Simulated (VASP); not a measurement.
# Te2Mo in VASP: notebook

Runs on Te2Mo. Level: PBE. Tasks: single point.

All numbers are computed with VASP 6.6.1; they aren't measurements. Logs are shortened: lines on timing, memory, paths and dates and some standing lists are left out, and cuts for length are marked.

## Step 1: The cell of the first run

The cell holds a slab with vacuum, 6 atoms: a = 6.366 Å, b = 3.467 Å, c = 35.448 Å, α = 90.00°, β = 90.09°, γ = 90.00°.

## Step 2: Single point, PBE (uniaxial strain along c: -2.0 %, then relaxed in part)

INCAR

```
SYSTEM = Te2Mo
PREC     = Accurate       ! precision mode
ENCUT    = 520            ! plane-wave cutoff, eV
EDIFF    = 1E-6           ! SCF threshold, eV
ISMEAR   = 0              ! smearing method
SIGMA    = 0.1            ! smearing width, eV
LREAL    = .False.        ! projectors in reciprocal space
LASPH    = .True.         ! aspherical terms in the spheres
NELM     = 100            ! most SCF steps
ALGO     = Fast           ! electronic algorithm
ISIF     = 2              ! what is computed and relaxed
LWAVE    = .False.        ! write WAVECAR
LCHARG   = .False.        ! write CHGCAR
GGA      = PE             ! functional
NBANDS   = 35             ! bands
```

KPOINTS

```
Automatic mesh
0
Gamma
  6 10 1
  0 0 0
```

POSCAR

```
Te2Mo
1.0
    6.3658551529      0.0000000000      0.0002180487
    0.0000000000      3.4674028298      0.0000000000
   -0.0543347569      0.0000000000     35.4483519320
Te Mo
4 2
Direct
    0.0776711807      0.7500000000      0.4416265404
    0.9223288193      0.2500000000      0.5583734596
    0.5697862891      0.2500000000      0.4582684959
    0.4302137109      0.7500000000      0.5417315041
    0.8193270986      0.7500000000      0.5027520135
    0.1806729014      0.2500000000      0.4972479865
```

Potentials or basis: VASP PAW PBE potentials, release 64 (Te, Mo_sv).

The run is started by

```sh
$ cat potpaw_PBE.64/Te/POTCAR potpaw_PBE.64/Mo_sv/POTCAR > POTCAR
$ mpirun -np 1 vasp_std > vasp.out
```

OUTCAR:

```text
SYSTEM = Te2Mo
   PREC = Accurate
   ENCUT = 520
   EDIFF = 1E-6
   ISMEAR = 0
   LREAL = .False.
   LASPH = .True.
   NELM = 100
   ISIF = 2
   GGA = PE

 ion  position               nearest neighbor table
   1  0.078  0.750  0.442-   6 2.71   6 2.71   5 2.72   3 3.63   3 3.63
   2  0.922  0.250  0.558-   5 2.71   5 2.71   6 2.72   4 3.63   4 3.63
   3  0.570  0.250  0.458-   5 2.83   5 2.83   6 2.84   4 3.54   4 3.54   1 3.63   1 3.63
   4  0.430  0.750  0.542-   6 2.83   6 2.83   5 2.84   3 3.54   3 3.54   2 3.63   2 3.63
   5  0.819  0.750  0.503-   2 2.71   2 2.71   1 2.72   3 2.83   3 2.83   4 2.84   6 2.89   6 2.89

   6  0.181  0.250  0.497-   1 2.71   1 2.71   2 2.72   4 2.83   4 2.83   3 2.84   5 2.89   5 2.89

  LATTYP: Found a simple monoclinic cell.
 ALAT       =     6.3658551566
 B/A-ratio  =     0.5446876727
 C/A-ratio  =     5.5685202854
 COS(beta)  =    -0.0014985319

  Lattice vectors:

 A1 = (   6.3658551529,   0.0000000000,   0.0002180487)
 A2 = (   0.0000000000,   3.4674028298,   0.0000000000)
 A3 = (  -0.0543347569,   0.0000000000,  35.4483519320)

Analysis of symmetry for initial positions (statically):
=====================================================================
 Subroutine PRICEL returns:
 Original cell was already a primitive cell.

 Routine SETGRP: Setting up the symmetry group for a
 simple monoclinic supercell.

 Subroutine GETGRP returns: Found  4 space group operations
 (whereof  2 operations were pure point group operations)
 out of a pool of  4 trial point group operations.

The static configuration has the point symmetry S_2 .
 The point group associated with its full space group is C_2h.

Analysis of symmetry for dynamics (positions and initial velocities):
=====================================================================
 Subroutine PRICEL returns:
 Original cell was already a primitive cell.

 Routine SETGRP: Setting up the symmetry group for a
 simple monoclinic supercell.

 Subroutine GETGRP returns: Found  4 space group operations
 (whereof  2 operations were pure point group operations)
 out of a pool of  4 trial point group operations.

The dynamic configuration has the point symmetry S_2 .
 The point group associated with its full space group is C_2h.

 Subroutine INISYM returns: Found  4 space group operations
 (whereof  2 operations are pure point group operations),
 and found     1 'primitive' translations

----------------------------------------------------------------------------------------
[... 104 lines left out ...]
   IBRION =     -1    ionic relax: 0-MD 1-quasi-New 2-CG
   NFREE  =      0    steps in history (QN), initial steepest desc. (CG)
   ISIF   =      2    stress and relaxation
   ISYM   =      2    0-nonsym 1-usesym 2-fastsym
   POTIM  = 0.5000    time-step for ionic-motion
   TEBEG  =    0.0;   TEEND  =   0.0 temperature during run
   PSTRESS=    0.0 pullay stress
   NELECT =      52.0000    total number of electrons
   NUPDOWN=      -1.0000    fix difference up-down
   EMIN   =  10.00;   EMAX   =-10.00  energy-range for DOS
   EFERMI =   0.00;   METHOD = LEGACY
   ISMEAR =     0;   SIGMA  =   0.10  broadening in eV -4-tet -1-fermi 0-gaus
   EFERMI_NEDOS =   21; number of points for ismear=-14 and -15
   IALGO  =     68    algorithm
   IMIX   =      4    mixing-type and parameters
     AMIX     =   0.40;   BMIX     =  1.00
     AMIX_MAG =   1.60;   BMIX_MAG =  1.00
  volume/ion in A,a.u.               =     130.41       880.04
  Fermi-wavevector in a.u.,A,eV,Ry     =   0.663117  1.253110  5.982812  0.439724
  Thomas-Fermi vector in A             =   1.736397
   LORBIT       =      0    0 simple, 1 ext, 2 COOP (PROOUT), +10 PAW based schemes
   GGA     = PE    functional components
   LHFCALC =     F    Hartree Fock is set to
   AEXX    =    0.0000 exact exchange contribution
   IVDW    =     0    specifies the selected vdW correction
   LEPSILON=     F    determine dielectric tensor
   LRPA    =     F    only Hartree local field effects (RPA)
 non-spin polarized calculation
 RMM-DIIS sequential band-by-band and
 Gauss-broadening in eV      SIGMA  =   0.10
  energy-cutoff  :      520.00
  volume of cell :      782.45
 maximum number of plane-waves:     21183
 NGX is ok and might be reduce to    48
   NGX = 23   NGY = 13   NGZ =131

 number of electron      52.0000000 magnetization

 Free energy of the ion-electron system (eV)
  ---------------------------------------------------
  ext. energy  EPLUGINS =         0.00000000
  ---------------------------------------------------
  free energy    TOTEN  =       -35.96904272 eV

  energy without entropy =      -35.96125424  energy(sigma->0) =      -35.96514848

 E-fermi :  -2.0483     XC(G=0):  -2.3646

 val. band max:       -2.0582199889   @ k =   0.0000   0.1000   0.0000
 cond. band min:      -2.0026930865   @ k =   0.0000   0.1000   0.0000
 fundamental gap:      0.0555269024
 Fermi energy:        -2.0482827427

 k-point     1 :       0.0000    0.0000    0.0000
  band No.  band energies     occupation
      1     -63.1420      2.00000
      2     -63.0826      2.00000
      3     -37.3876      2.00000
      4     -37.3242      2.00000
      5     -37.2780      2.00000
      6     -37.1578      2.00000
[... 901 lines left out ...]
     34       2.0919      0.00000
     35       2.4203      0.00000

------------------------ aborting loop because EDIFF is reached ----------------------------------------

  FORCE on cell =-STRESS in cart. coord.  units (eV):
  Direction    XX          YY          ZZ          XY          YZ          ZX
  --------------------------------------------------------------------------------------
  -------------------------------------------------------------------------------------
  Total        0.0185250     -0.0216220      0.0547592      0.0000000      0.0000000      0.0034512
  in kB        0.0379326     -0.0442740      0.1121271      0.0000000      0.0000000      0.0070667
  external PRESSURE =       0.0352619 kB  Pullay stress =       0.0000000 kB

 VOLUME and BASIS-vectors are now :
 -----------------------------------------------------------------------------
  energy-cutoff  :      520.00
  volume of cell :      782.45
      direct lattice vectors                 reciprocal lattice vectors
     6.365855153  0.000000000  0.000218049     0.157088077  0.000000000  0.000240782
     0.000000000  3.467402830  0.000000000     0.000000000  0.288400295  0.000000000
    -0.054334757  0.000000000 35.448351932    -0.000000966  0.000000000  0.028210055

 POSITION                                       TOTAL-FORCE (eV/Angst)
 -----------------------------------------------------------------------------------
      0.47045      2.60055     15.65495        -0.000506     -0.000000     -0.010550
      5.84107      0.86685     19.79362         0.000506      0.000000      0.010550
      3.60228      0.86685     16.24499        -0.001008      0.000000     -0.012267
      2.70924      2.60055     19.20358         0.001008     -0.000000      0.012267
      5.18840      2.60055     17.82191        -0.009794      0.000000      0.001229
      1.12312      0.86685     17.62666         0.009794      0.000000     -0.001229
 -----------------------------------------------------------------------------------
    total drift:                               -0.000000      0.000000      0.000000

  FREE ENERGIE OF THE ION-ELECTRON SYSTEM (eV)
  ---------------------------------------------------
  free  energy   TOTEN  =       -35.9690427216 eV

  energy  without entropy=      -35.9612542405  energy(sigma->0) =      -35.96514848
```

Run time: 30 min. Hardware: 1 thread of Oxide Virtual Turin-like, shared host; peak memory 1 GiB.

What came out:

| Quantity | Value |
| --- | --- |
| Free energy | -35.9690 eV |
| Largest force | 0.012 eV/Å |
| Band gap on the k mesh | zero (bands 26 and 27 overlap by 0.22 eV) |

Forces on the atoms (eV/Å):
```
Te  -0.001  0.000 -0.011
Te   0.001  0.000  0.011
Te  -0.001  0.000 -0.012
Te   0.001  0.000  0.012
Mo  -0.010  0.000  0.001
Mo   0.010  0.000 -0.001
```

Levels at points of the mesh, in eV from the Fermi level:
| k point | band 22 | band 23 | band 24 | band 25 | band 26 | band 27 | band 28 | band 29 | band 30 | band 31 |
| --- | --- | --- | --- | --- | --- | --- | --- | --- | --- | --- |
| (0.00, 0.00, 0.00) | -1.37 | -1.05 | -0.61 | -0.40 | 0.16 | 0.60 | 1.07 | 1.60 | 2.01 | 2.21 |
| (0.50, 0.00, 0.00) | -1.40 | -1.37 | -0.90 | -0.81 | -0.65 | 0.05 | 1.07 | 1.34 | 1.76 | 2.74 |
| (0.00, 0.50, 0.00) | -2.60 | -1.65 | -1.65 | -1.49 | -1.49 | 1.11 | 1.11 | 1.39 | 1.39 | 1.90 |
| (0.50, 0.50, 0.00) | -2.35 | -1.75 | -1.75 | -0.91 | -0.91 | 1.05 | 1.05 | 1.79 | 1.79 | 2.19 |

Caveat: the cell differs from its parent crystal (uniaxial strain along c: -2.0 %, then relaxed in part); there is no dipole correction, which matters where the two faces differ; spin-orbit coupling is left out, which moves the levels of the heavy elements.

## Step 3: Single point, PBE (uniaxial strain along c: -2.0 %)

INCAR

```
PREC = Accurate
ENCUT = 520
EDIFF = 1E-7
ISMEAR = 0
SIGMA = 0.1
LREAL = False
LASPH = True
NELM = 60
ALGO = Fast
ISIF = 2
LWAVE = False
LCHARG = False
GGA = PE
NBANDS = 35
```

KPOINTS

```
regular mesh
0
Gamma
  6 10 1
```

POSCAR

```
Te2Mo
1.0
    6.3997167764      0.0000000000      0.0002446472
    0.0000000000      3.4849284120      0.0000000000
   -0.0544756631      0.0000000000     35.4483517157
Te Mo
4 2
Direct
    0.0775788796      0.7500000000      0.4427981955
    0.9224211204      0.2500000000      0.5572018045
    0.5697103114      0.2500000000      0.4591075366
    0.4302896886      0.7500000000      0.5408924634
    0.8193229189      0.7500000000      0.5026976278
    0.1806770811      0.2500000000      0.4973023722
```

Potentials or basis: VASP PAW PBE potentials, release 64 (Te, Mo_sv).

The run is started by

```sh
$ cat potpaw_PBE.64/Te/POTCAR potpaw_PBE.64/Mo_sv/POTCAR > POTCAR
$ mpirun -np 1 vasp_std > vasp.out
```

It took 33 min on 1 thread of Oxide Virtual Turin-like, shared host; peak memory 1.1 GiB.

Results (log left out):

| Item | Value |
| --- | --- |
| Free energy | -35.9422 eV |
| Largest force | 0.508 eV/Å |
| Band gap on the k mesh | zero (bands 26 and 27 overlap by 0.13 eV) |

Forces in eV/Å, atoms in the order of the input:
```
Te   0.041  0.000 -0.506
Te  -0.041  0.000  0.506
Te  -0.005  0.000 -0.219
Te   0.005  0.000  0.219
Mo  -0.145  0.000 -0.013
Mo   0.145  0.000  0.013
```

Levels at points of the mesh, in eV from the Fermi level:
```csv
k point,band 22,band 23,band 24,band 25,band 26,band 27,band 28,band 29,band 30,band 31
"(0.00, 0.00, 0.00)",-1.33,-0.95,-0.64,-0.35,0.12,0.60,1.01,1.72,2.12,2.20
"(0.50, 0.00, 0.00)",-1.33,-1.24,-0.81,-0.77,-0.74,0.06,1.05,1.50,1.75,2.81
"(0.00, 0.50, 0.00)",-2.56,-1.59,-1.59,-1.42,-1.42,1.14,1.14,1.41,1.41,2.03
"(0.50, 0.50, 0.00)",-2.29,-1.79,-1.79,-0.86,-0.86,1.05,1.05,1.92,1.92,2.27
```

Caveat: the cell differs from its parent crystal (uniaxial strain along c: -2.0 %); there is no dipole correction, which matters where the two faces differ; spin-orbit coupling is left out, which moves the levels of the heavy elements.

## Step 4: Single point, PBE (129.13 Å³/atom)

This run uses another cell than the first one.

INCAR

```
PREC = Accurate ; ENCUT = 500
EDIFF = 1E-6 ; ISMEAR = 0
SIGMA = 0.1 ; LREAL = F
LASPH = T ; NELM = 120
ALGO = Normal ; ISIF = 2
LWAVE = F ; LCHARG = T
GGA = PE ; LELF = T
LVHAR = T ; NBANDS = 35
GGA_COMPAT = F
```

KPOINTS is that of step 3.

POSCAR

```
Te2Mo
1.0
    6.3719591350      0.0000000000      0.0025520770
    0.0000000000      3.4605468748      0.0000000000
   -0.0709248229      0.0000000000     35.1355011564
Te Mo
4 2
Direct
    0.0775819927      0.7500000000      0.4411092721
    0.9224180073      0.2500000000      0.5588907279
    0.5694277018      0.2500000000      0.4578556802
    0.4305722982      0.7500000000      0.5421443198
    0.8190744038      0.7500000000      0.5027215351
    0.1809255962      0.2500000000      0.4972784649
```

Potentials or basis: VASP PAW PBE potentials, release 64 (Te, Mo_sv).

The run is started by

```sh
$ cat potpaw_PBE.64/Te/POTCAR potpaw_PBE.64/Mo_sv/POTCAR > POTCAR
$ mpirun -np 1 vasp_std > vasp.out
```

OUTCAR:

```text
PREC = Accurate
   ENCUT = 500
   EDIFF = 1E-6
   ISMEAR = 0
   LREAL = F
   LASPH = T
   NELM = 120
   ISIF = 2
   GGA = PE

 ion  position               nearest neighbor table
   1  0.078  0.750  0.441-   6 2.71   6 2.71   5 2.72   3 3.63   3 3.63
   2  0.922  0.250  0.559-   5 2.71   5 2.71   6 2.72   4 3.63   4 3.63
   3  0.569  0.250  0.458-   5 2.83   5 2.83   6 2.84   4 3.54   4 3.54   1 3.63   1 3.63
   4  0.431  0.750  0.542-   6 2.83   6 2.83   5 2.84   3 3.54   3 3.54   2 3.63   2 3.63
   5  0.819  0.750  0.503-   2 2.71   2 2.71   1 2.72   3 2.83   3 2.83   4 2.84   6 2.89   6 2.89

   6  0.181  0.250  0.497-   1 2.71   1 2.71   2 2.72   4 2.83   4 2.83   3 2.84   5 2.89   5 2.89

  LATTYP: Found a simple monoclinic cell.
 ALAT       =     6.3719596461
 B/A-ratio  =     0.5430898918
 C/A-ratio  =     5.5140921620
 COS(beta)  =    -0.0016180883

  Lattice vectors:

 A1 = (   6.3719591350,   0.0000000000,   0.0025520770)
 A2 = (   0.0000000000,   3.4605468748,   0.0000000000)
 A3 = (  -0.0709248229,   0.0000000000,  35.1355011564)

Analysis of symmetry for initial positions (statically):
=====================================================================
 Subroutine PRICEL returns:
 Original cell was already a primitive cell.

 Routine SETGRP: Setting up the symmetry group for a
 simple monoclinic supercell.

 Subroutine GETGRP returns: Found  4 space group operations
 (whereof  2 operations were pure point group operations)
 out of a pool of  4 trial point group operations.

The static configuration has the point symmetry S_2 .
 The point group associated with its full space group is C_2h.

Analysis of symmetry for dynamics (positions and initial velocities):
=====================================================================
 Subroutine PRICEL returns:
 Original cell was already a primitive cell.

[... 135 lines left out ...]
     AMIX_MAG =   1.60;   BMIX_MAG =  1.00
  volume/ion in A,a.u.               =     129.13       871.38
  Fermi-wavevector in a.u.,A,eV,Ry     =   0.665306  1.257245  6.022368  0.442632
  Thomas-Fermi vector in A             =   1.739260
   LORBIT       =      0    0 simple, 1 ext, 2 COOP (PROOUT), +10 PAW based schemes
   GGA     = PE    functional components
   LHFCALC =     F    Hartree Fock is set to
   AEXX    =    0.0000 exact exchange contribution
   IVDW    =     0    specifies the selected vdW correction
   LEPSILON=     F    determine dielectric tensor
   LRPA    =     F    only Hartree local field effects (RPA)
 non-spin polarized calculation
 Gauss-broadening in eV      SIGMA  =   0.10
  energy-cutoff  :      500.00
  volume of cell :      774.75
 maximum number of plane-waves:     19715
 NGX is ok and might be reduce to    48
   NGX = 23   NGY = 13   NGZ =129

 number of electron      52.0000000 magnetization

 Free energy of the ion-electron system (eV)
  ---------------------------------------------------
  ext. energy  EPLUGINS =         0.00000000
  ---------------------------------------------------
  free energy    TOTEN  =       -35.96893081 eV

  energy without entropy =      -35.96049689  energy(sigma->0) =      -35.96471385

 E-fermi :  -2.0173     XC(G=0):  -2.3959

 val. band max:       -2.0189038243   @ k =   0.0000   0.1000   0.0000
 cond. band min:      -1.9905276931   @ k =   0.5000   0.0000  -0.0000
 fundamental gap:      0.0283761312
 Fermi energy:        -2.0172772284

 k-point     1 :       0.0000    0.0000    0.0000
  band No.  band energies     occupation
      1     -63.1126      2.00000
      2     -63.0537      2.00000
      3     -37.3582      2.00000
      4     -37.2925      2.00000
      5     -37.2491      2.00000
      6     -37.1283      2.00000
[... 901 lines left out ...]
     34       1.3102      0.00000
     35       2.4481      0.00000

------------------------ aborting loop because EDIFF is reached ----------------------------------------

  FORCE on cell =-STRESS in cart. coord.  units (eV):
  Direction    XX          YY          ZZ          XY          YZ          ZX
  --------------------------------------------------------------------------------------
  -------------------------------------------------------------------------------------
  Total        0.0284191      0.0763441      0.0677939      0.0000000      0.0000000     -0.0003816
  in kB        0.0587702      0.1578782      0.1401965      0.0000000      0.0000000     -0.0007892
  external PRESSURE =       0.1189483 kB  Pullay stress =       0.0000000 kB

 VOLUME and BASIS-vectors are now :
 -----------------------------------------------------------------------------
  energy-cutoff  :      500.00
  volume of cell :      774.75
      direct lattice vectors                 reciprocal lattice vectors
     6.371959135  0.000000000  0.002552077     0.156937477  0.000000000  0.000316795
     0.000000000  3.460546875  0.000000000     0.000000000  0.288971667  0.000000000
    -0.070924823  0.000000000 35.135501156    -0.000011399  0.000000000  0.028461219

 POSITION                                       TOTAL-FORCE (eV/Angst)
 -----------------------------------------------------------------------------------
      0.46306      2.59541     15.49879        -0.000238     -0.000000     -0.008248
      5.83797      0.86514     19.63926         0.000238      0.000000      0.008248
      3.59590      0.86514     16.08844         0.000433      0.000000     -0.016347
      2.70514      2.59541     19.04961        -0.000433      0.000000      0.016347
      5.18345      2.59541     17.66546        -0.001268      0.000000      0.008153
      1.11758      0.86514     17.47259         0.001268      0.000000     -0.008153
 -----------------------------------------------------------------------------------
    total drift:                                0.000000      0.000000      0.000000

  FREE ENERGIE OF THE ION-ELECTRON SYSTEM (eV)
  ---------------------------------------------------
  free  energy   TOTEN  =       -35.9689308134 eV

  energy  without entropy=      -35.9604968879  energy(sigma->0) =      -35.96471385
```

Wall time 27 min (1 thread of Oxide Virtual Turin-like, shared host); peak memory 1 GiB.

What came out:

```
Free energy            : -35.9689 eV
Largest force          : 0.016 eV/Å
Band gap on the k mesh : zero (bands 26 and 27 overlap by 0.24 eV)
```

Forces in eV/Å, atoms in the order of the input:
```
Te   0.000  0.000 -0.008
Te   0.000  0.000  0.008
Te   0.000  0.000 -0.016
Te   0.000  0.000  0.016
Mo  -0.001  0.000  0.008
Mo   0.001  0.000 -0.008
```

Caveat: there is no dipole correction, which matters where the two faces differ; spin-orbit coupling is left out, which moves the levels of the heavy elements.

## Step 5: Summary

| cell | cutoff (eV) | gap on the mesh (eV) | largest force (eV/Å) |
| --- | --- | --- | --- |
| a = 6.366, b = 3.467, c = 35.448 Å, angles 90.0, 90.1, 90.0°, 6 atoms, atomic positions A | 520 | none | 0.01 |
| a = 6.400, b = 3.485, c = 35.448 Å, angles 90.0, 90.1, 90.0°, 6 atoms, atomic positions B | 520 | none | 0.51 |
| a = 6.372, b = 3.461, c = 35.136 Å, angles 90.0, 90.1, 90.0°, 6 atoms, atomic positions C | 500 | none | 0.02 |

Alike in all rows: task single point; level PBE; potentials or basis VASP PAW PBE potentials, release 64 (Te, Mo_sv); no spin polarisation; k mesh 6 × 10 × 1; smearing gaussian 0.1 eV.

Caveats: there is no dipole correction, which matters where the two faces differ; spin-orbit coupling is left out, which moves the levels of the heavy elements.

Total energies depend on the potentials used, so only differences within one code and one set of settings carry meaning.

The gap in the log of VASP goes by the Fermi energy; the results here count the filled bands.